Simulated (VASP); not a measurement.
# MgS (Fm-3m) in VASP: notebook

Runs on MgS. Level: PBE. Tasks: electric field gradients.

Program: VASP 6.6.1. These are calculated values, not measurements. Logs are shortened: lines on timing, memory, paths and dates and some standing lists are left out, and cuts for length are marked.

### 1 The cell of the first run

It takes space group Fm-3m (No. 225, cubic). Conventional cell: a = 5.203 Å, b = 5.203 Å, c = 5.203 Å, α = 90.00°, β = 90.00°, γ = 90.00°. Within 3.4 Å of Mg (site symmetry m-3m) lie 6 S at 2.60 Å. S (site symmetry m-3m) has 6 Mg at 2.60 Å within 3.4 Å.

### 2 Electric field gradients, PBE

Contents of INCAR:

```
ALGO = Normal
EDIFF = 1E-8
ENCUT = 520
GGA = PE
ISIF = 2
ISMEAR = -1
LASPH = True
LCHARG = False
LEFG = True
LREAL = False
LWAVE = False
NBANDS = 11
NELM = 60
PREC = Accurate
SIGMA = 0.01
```

Contents of KPOINTS:

```
k-points
0
Gamma
  8 8 8
```

Contents of POSCAR:

```
MgS
1.0
    0.0000000000      2.6016500000      2.6016500000
    2.6016500000      0.0000000000      2.6016500000
    2.6016500000      2.6016500000      0.0000000000
Mg S
1 1
Direct
    0.0000000000      0.0000000000      0.0000000000
    0.5000000000      0.5000000000      0.5000000000
```

Potentials or basis: VASP PAW PBE potentials, release 64 (Mg, S).

Launch:

```console
$ cat potpaw_PBE.64/Mg/POTCAR potpaw_PBE.64/S/POTCAR > POTCAR
$ mpirun -np 1 vasp_std > vasp.out
```

OUTCAR:

```text
EDIFF = 1E-8
   ENCUT = 520
   GGA = PE
   ISIF = 2
   ISMEAR = -1
   LASPH = True
   LREAL = False
   NELM = 60
   PREC = Accurate

 ion  position               nearest neighbor table
   1  0.000  0.000  0.000-   2 2.60   2 2.60   2 2.60   2 2.60   2 2.60   2 2.60
   2  0.500  0.500  0.500-   1 2.60   1 2.60   1 2.60   1 2.60   1 2.60   1 2.60

  LATTYP: Found a face centered cubic cell.
 ALAT       =     5.2033000000

  Lattice vectors:

 A1 = (   0.0000000000,   2.6016500000,   2.6016500000)
 A2 = (   2.6016500000,   0.0000000000,   2.6016500000)
 A3 = (   2.6016500000,   2.6016500000,   0.0000000000)

Analysis of symmetry for initial positions (statically):
=====================================================================
 Subroutine PRICEL returns:
 Original cell was already a primitive cell.

 Routine SETGRP: Setting up the symmetry group for a
 face centered cubic supercell.

 Subroutine GETGRP returns: Found 48 space group operations
 (whereof 48 operations were pure point group operations)
 out of a pool of 48 trial point group operations.

The static configuration has the point symmetry O_h .

Analysis of symmetry for dynamics (positions and initial velocities):
=====================================================================
 Subroutine PRICEL returns:
 Original cell was already a primitive cell.

 Routine SETGRP: Setting up the symmetry group for a
 face centered cubic supercell.

 Subroutine GETGRP returns: Found 48 space group operations
 (whereof 48 operations were pure point group operations)
 out of a pool of 48 trial point group operations.

The dynamic configuration has the point symmetry O_h .

 Subroutine INISYM returns: Found 48 space group operations
 (whereof 48 operations are pure point group operations),
 and found     1 'primitive' translations

----------------------------------------------------------------------------------------

                                     Primitive cell

  volume of cell :      35.2190

  direct lattice vectors                    reciprocal lattice vectors
     0.000000000  2.601650000  2.601650000    -0.192185728  0.192185728  0.192185728
[... 126 lines left out ...]
  ---------------------------------------------------
  ext. energy  EPLUGINS =         0.00000000
  ---------------------------------------------------
  free energy    TOTEN  =        -8.50187862 eV

  energy without entropy =       -8.50187862  energy(sigma->0) =       -8.50187862

 E-fermi :   4.0023     XC(G=0):  -9.6882

 val. band max:        3.7251408819   @ k =   0.0000   0.0000   0.0000
 cond. band min:       6.5006843320   @ k =   0.5000   0.5000   0.0000
 fundamental gap:      2.7755434501
 Fermi energy:         4.0023433309

 k-point     1 :       0.0000    0.0000    0.0000
  band No.  band energies     occupation
      1      -8.9417      2.00000
      2       3.7251      2.00000
      3       3.7251      2.00000
      4       3.7251      2.00000
      5       7.4354      0.00000
      6      11.6798      0.00000
      7      11.6798      0.00000
      8      11.6798      0.00000
      9      14.0750      0.00000
     10      14.0750      0.00000
     11      16.2635      0.00000
[... 309 lines left out ...]
 k-point    24 :      -0.3750    0.2500    0.1250
  band No.  band energies     occupation
      1      -7.4406      2.00000
      2      -0.5772      2.00000
      3       1.5909      2.00000
      4       2.5769      2.00000
      5       9.2963      0.00000
      6       9.8352      0.00000
      7      12.1430      0.00000
      8      13.1458      0.00000
      9      15.9916      0.00000
     10      17.0238      0.00000
     11      19.2854      0.00000

 [... further k-points ...]
[... 5 lines left out ...]
  --------------------------------------------------------------------------------------
  -------------------------------------------------------------------------------------
  Total        0.1897826      0.1897826      0.1897826     -0.0000000      0.0000000      0.0000000
  in kB        8.6335689      8.6335689      8.6335689     -0.0000000      0.0000000      0.0000000
  external PRESSURE =       8.6335689 kB  Pullay stress =       0.0000000 kB

 VOLUME and BASIS-vectors are now :
 -----------------------------------------------------------------------------
  energy-cutoff  :      520.00
  volume of cell :       35.22
      direct lattice vectors                 reciprocal lattice vectors
     0.000000000  2.601650000  2.601650000    -0.192185728  0.192185728  0.192185728
     2.601650000  0.000000000  2.601650000     0.192185728 -0.192185728  0.192185728
     2.601650000  2.601650000  0.000000000     0.192185728  0.192185728 -0.192185728

 POSITION                                       TOTAL-FORCE (eV/Angst)
 -----------------------------------------------------------------------------------
      0.00000      0.00000      0.00000         0.000000     -0.000000     -0.000000
      2.60165      2.60165      2.60165        -0.000000      0.000000      0.000000
 -----------------------------------------------------------------------------------
    total drift:                                0.000000      0.000000      0.000000

  FREE ENERGIE OF THE ION-ELECTRON SYSTEM (eV)
  ---------------------------------------------------
  free  energy   TOTEN  =        -8.5018786154 eV

  energy  without entropy=       -8.5018786154  energy(sigma->0) =       -8.50187862

 Electric field gradients (V/A^2)
---------------------------------------------------------------------
 ion       V_xx      V_yy      V_zz      V_xy      V_xz      V_yz
---------------------------------------------------------------------
   1      -0.000     0.000    -0.000     0.000     0.000     0.000
   2       0.000     0.000     0.000    -0.000    -0.000    -0.000
---------------------------------------------------------------------

 Electric field gradients after diagonalization (V/A^2)
 (convention: |V_zz| > |V_xx| > |V_yy|)
----------------------------------------------------------------------
 ion       V_xx      V_yy      V_zz     asymmetry (V_yy - V_xx)/ V_zz
----------------------------------------------------------------------
   1      -0.000    -0.000     0.000       0.000
   2       0.000     0.000    -0.001       0.000
----------------------------------------------------------------------

           NMR quadrupolar parameters

 Cq : quadrupolar parameter    Cq=e*Q*V_zz/h
 eta: asymmetry parameters     (V_yy - V_xx)/ V_zz
 Q  : nuclear electric quadrupole moment in mb (millibarn)
----------------------------------------------------------------------
 ion       Cq(MHz)       eta       Q (mb)
----------------------------------------------------------------------
   1       0.000       0.000       1.000
   2      -0.000       0.000       1.000
----------------------------------------------------------------------
```

Run time: 16 s. Hardware: 1 thread of Intel Xeon Platinum 8259CL at 2.50GHz (Skylake/Cascade Lake), shared host; peak memory 0.16 GiB.

What came out:

| Property | Result |
| --- | --- |
| Free energy | -8.5019 eV |
| Pressure | 0.9 GPa |
| Band gap on the k mesh | 2.78 eV, indirect (least direct gap 3.71 eV) |

Levels at points of the mesh, in eV from the valence-band top:
| k point | band 1 | band 2 | band 3 | band 4 | band 5 | band 6 | band 7 | band 8 | band 9 |
| --- | --- | --- | --- | --- | --- | --- | --- | --- | --- |
| (0.00, 0.00, 0.00) | -12.67 | 0.00 | 0.00 | 0.00 | 3.71 | 7.95 | 7.95 | 7.95 | 10.35 |
| (0.50, 0.00, 0.00) | -11.36 | -4.83 | -0.59 | -0.59 | 4.55 | 6.91 | 6.91 | 10.11 | 12.15 |
| (0.50, 0.50, 0.00) | -10.99 | -4.19 | -1.68 | -1.68 | 2.78 | 4.40 | 12.00 | 12.82 | 13.37 |

Caveat: without QUAD_EFG the Cq values of the log hold for a quadrupole moment of 1 mb, not for the nuclei.

### 3 Electric field gradients, PBE

Contents of INCAR:

```
SYSTEM = MgS
  ALGO = Normal
  EDIFF = 1E-8
  ENCUT = 520
  GGA = PE
  ISIF = 2
  ISMEAR = -1
  LASPH = .True.
  LCHARG = .False.
  LEFG = .True.
  LREAL = .False.
  LWAVE = .False.
  NBANDS = 11
  NELM = 80
  PREC = Accurate
  SIGMA = 0.01
```

Contents of KPOINTS:

```
k-points
0
Gamma
  8 8 8
  0 0 0
```

POSCAR is that of step 2.

Potentials or basis: VASP PAW PBE potentials, release 64 (Mg, S).

Launch:

```console
$ cat potpaw_PBE.64/Mg/POTCAR potpaw_PBE.64/S/POTCAR > POTCAR
$ mpirun -np 1 vasp_std > vasp.out
```

OUTCAR:

```text
SYSTEM = MgS
   EDIFF = 1E-8
   ENCUT = 520
   GGA = PE
   ISIF = 2
   ISMEAR = -1
   LASPH = .True.
   LREAL = .False.
   NELM = 80
   PREC = Accurate

 ion  position               nearest neighbor table
   1  0.000  0.000  0.000-   2 2.60   2 2.60   2 2.60   2 2.60   2 2.60   2 2.60
   2  0.500  0.500  0.500-   1 2.60   1 2.60   1 2.60   1 2.60   1 2.60   1 2.60

  LATTYP: Found a face centered cubic cell.
 ALAT       =     5.2033000000

  Lattice vectors:

 A1 = (   0.0000000000,   2.6016500000,   2.6016500000)
 A2 = (   2.6016500000,   0.0000000000,   2.6016500000)
 A3 = (   2.6016500000,   2.6016500000,   0.0000000000)

Analysis of symmetry for initial positions (statically):
=====================================================================
 Subroutine PRICEL returns:
 Original cell was already a primitive cell.

 Routine SETGRP: Setting up the symmetry group for a
 face centered cubic supercell.

 Subroutine GETGRP returns: Found 48 space group operations
 (whereof 48 operations were pure point group operations)
 out of a pool of 48 trial point group operations.

The static configuration has the point symmetry O_h .

Analysis of symmetry for dynamics (positions and initial velocities):
=====================================================================
 Subroutine PRICEL returns:
 Original cell was already a primitive cell.

 Routine SETGRP: Setting up the symmetry group for a
 face centered cubic supercell.

 Subroutine GETGRP returns: Found 48 space group operations
 (whereof 48 operations were pure point group operations)
 out of a pool of 48 trial point group operations.

The dynamic configuration has the point symmetry O_h .

 Subroutine INISYM returns: Found 48 space group operations
 (whereof 48 operations are pure point group operations),
 and found     1 'primitive' translations

----------------------------------------------------------------------------------------

                                     Primitive cell

  volume of cell :      35.2190

  direct lattice vectors                    reciprocal lattice vectors
     0.000000000  2.601650000  2.601650000    -0.192185728  0.192185728  0.192185728
     2.601650000  0.000000000  2.601650000     0.192185728 -0.192185728  0.192185728
     2.601650000  2.601650000  0.000000000     0.192185728  0.192185728 -0.192185728

  length of vectors
     3.679288715  3.679288715  3.679288715     0.332875446  0.332875446  0.332875446

  position of ions in fractional coordinates (direct lattice)
     0.000000000  0.000000000  0.000000000
     0.500000000  0.500000000  0.500000000

  ion indices of the primitive-cell ions
   primitive index   ion index
                 1           1
                 2           2

----------------------------------------------------------------------------------------

 KPOINTS: k-points

Automatic generation of k-mesh.
 Grid dimensions read from file:
 generate k-points for:    8    8    8

[... 68 lines left out ...]
   NFREE  =      0    steps in history (QN), initial steepest desc. (CG)
   ISIF   =      2    stress and relaxation
   ISYM   =      2    0-nonsym 1-usesym 2-fastsym
   POTIM  = 0.5000    time-step for ionic-motion
   TEBEG  =    0.0;   TEEND  =   0.0 temperature during run
   PSTRESS=    0.0 pullay stress
   NELECT =       8.0000    total number of electrons
   NUPDOWN=      -1.0000    fix difference up-down
   EMIN   =  10.00;   EMAX   =-10.00  energy-range for DOS
   EFERMI =   0.00;   METHOD = LEGACY
   ISMEAR =    -1;   SIGMA  =   0.01  broadening in eV -4-tet -1-fermi 0-gaus
   EFERMI_NEDOS =   21; number of points for ismear=-14 and -15
   IALGO  =     38    algorithm
   IMIX   =      4    mixing-type and parameters
     AMIX     =   0.40;   BMIX     =  1.00
     AMIX_MAG =   1.60;   BMIX_MAG =  1.00
  volume/ion in A,a.u.               =      17.61       118.83
  Fermi-wavevector in a.u.,A,eV,Ry     =   0.998878  1.887606 13.575323  0.997758
  Thomas-Fermi vector in A             =   2.131131
   LORBIT       =      0    0 simple, 1 ext, 2 COOP (PROOUT), +10 PAW based schemes
   GGA     = PE    functional components
[... 5 lines left out ...]
 non-spin polarized calculation
  energy-cutoff  :      520.00
  volume of cell :       35.22
 maximum number of plane-waves:       960
   NGX = 13   NGY = 13   NGZ = 13

 number of electron       8.0000000 magnetization

 Free energy of the ion-electron system (eV)
  ---------------------------------------------------
  ext. energy  EPLUGINS =         0.00000000
  ---------------------------------------------------
  free energy    TOTEN  =        -8.50187862 eV

  energy without entropy =       -8.50187862  energy(sigma->0) =       -8.50187862

 E-fermi :   4.0023     XC(G=0):  -9.6882

 val. band max:        3.7251408819   @ k =   0.0000   0.0000   0.0000
 cond. band min:       6.5006843320   @ k =   0.5000   0.5000   0.0000
 fundamental gap:      2.7755434501
 Fermi energy:         4.0023433309

 k-point     1 :       0.0000    0.0000    0.0000
  band No.  band energies     occupation
      1      -8.9417      2.00000
      2       3.7251      2.00000
      3       3.7251      2.00000
      4       3.7251      2.00000
      5       7.4354      0.00000
      6      11.6798      0.00000
      7      11.6798      0.00000
      8      11.6798      0.00000
      9      14.0750      0.00000
     10      14.0750      0.00000
     11      16.2635      0.00000
[... 309 lines left out ...]
 k-point    24 :      -0.3750    0.2500    0.1250
  band No.  band energies     occupation
      1      -7.4406      2.00000
      2      -0.5772      2.00000
      3       1.5909      2.00000
      4       2.5769      2.00000
      5       9.2963      0.00000
      6       9.8352      0.00000
      7      12.1430      0.00000
      8      13.1458      0.00000
      9      15.9916      0.00000
     10      17.0238      0.00000
     11      19.2854      0.00000

 [... further k-points ...]
[... 5 lines left out ...]
  --------------------------------------------------------------------------------------
  -------------------------------------------------------------------------------------
  Total        0.1897826      0.1897826      0.1897826     -0.0000000      0.0000000      0.0000000
  in kB        8.6335689      8.6335689      8.6335689     -0.0000000      0.0000000      0.0000000
  external PRESSURE =       8.6335689 kB  Pullay stress =       0.0000000 kB

 VOLUME and BASIS-vectors are now :
 -----------------------------------------------------------------------------
  energy-cutoff  :      520.00
  volume of cell :       35.22
      direct lattice vectors                 reciprocal lattice vectors
     0.000000000  2.601650000  2.601650000    -0.192185728  0.192185728  0.192185728
     2.601650000  0.000000000  2.601650000     0.192185728 -0.192185728  0.192185728
     2.601650000  2.601650000  0.000000000     0.192185728  0.192185728 -0.192185728

 POSITION                                       TOTAL-FORCE (eV/Angst)
 -----------------------------------------------------------------------------------
      0.00000      0.00000      0.00000         0.000000     -0.000000     -0.000000
      2.60165      2.60165      2.60165        -0.000000      0.000000      0.000000
 -----------------------------------------------------------------------------------
    total drift:                                0.000000      0.000000      0.000000

  FREE ENERGIE OF THE ION-ELECTRON SYSTEM (eV)
  ---------------------------------------------------
  free  energy   TOTEN  =        -8.5018786154 eV

  energy  without entropy=       -8.5018786154  energy(sigma->0) =       -8.50187862

 Electric field gradients (V/A^2)
---------------------------------------------------------------------
 ion       V_xx      V_yy      V_zz      V_xy      V_xz      V_yz
---------------------------------------------------------------------
   1      -0.000     0.000    -0.000     0.000     0.000     0.000
   2       0.000     0.000     0.000    -0.000    -0.000    -0.000
---------------------------------------------------------------------

 Electric field gradients after diagonalization (V/A^2)
 (convention: |V_zz| > |V_xx| > |V_yy|)
----------------------------------------------------------------------
 ion       V_xx      V_yy      V_zz     asymmetry (V_yy - V_xx)/ V_zz
----------------------------------------------------------------------
   1      -0.000    -0.000     0.000       0.000
   2       0.000     0.000    -0.001       0.000
----------------------------------------------------------------------

           NMR quadrupolar parameters

 Cq : quadrupolar parameter    Cq=e*Q*V_zz/h
 eta: asymmetry parameters     (V_yy - V_xx)/ V_zz
 Q  : nuclear electric quadrupole moment in mb (millibarn)
----------------------------------------------------------------------
 ion       Cq(MHz)       eta       Q (mb)
----------------------------------------------------------------------
   1       0.000       0.000       1.000
   2      -0.000       0.000       1.000
----------------------------------------------------------------------
```

Run time: 17 s. Hardware: 1 thread of Intel Xeon Platinum 8259CL at 2.50GHz (Skylake/Cascade Lake), shared host; peak memory 0.15 GiB.

Results:

```
Free energy            : -8.5019 eV
Pressure               : 0.9 GPa
Band gap on the k mesh : 2.78 eV, indirect (least direct gap 3.71 eV)
```

Levels at points of the mesh, in eV from the valence-band top:
```tsv
k point	band 1	band 2	band 3	band 4	band 5	band 6	band 7	band 8
(0.00, 0.00, 0.00)	-12.67	0.00	0.00	0.00	3.71	7.95	7.95	7.95
(0.50, 0.00, 0.00)	-11.36	-4.83	-0.59	-0.59	4.55	6.91	6.91	10.11
(0.50, 0.50, 0.00)	-10.99	-4.19	-1.68	-1.68	2.78	4.40	12.00	12.82
```

Caveat: without QUAD_EFG the Cq values of the log hold for a quadrupole moment of 1 mb, not for the nuclei. A k mesh can miss the band edges.
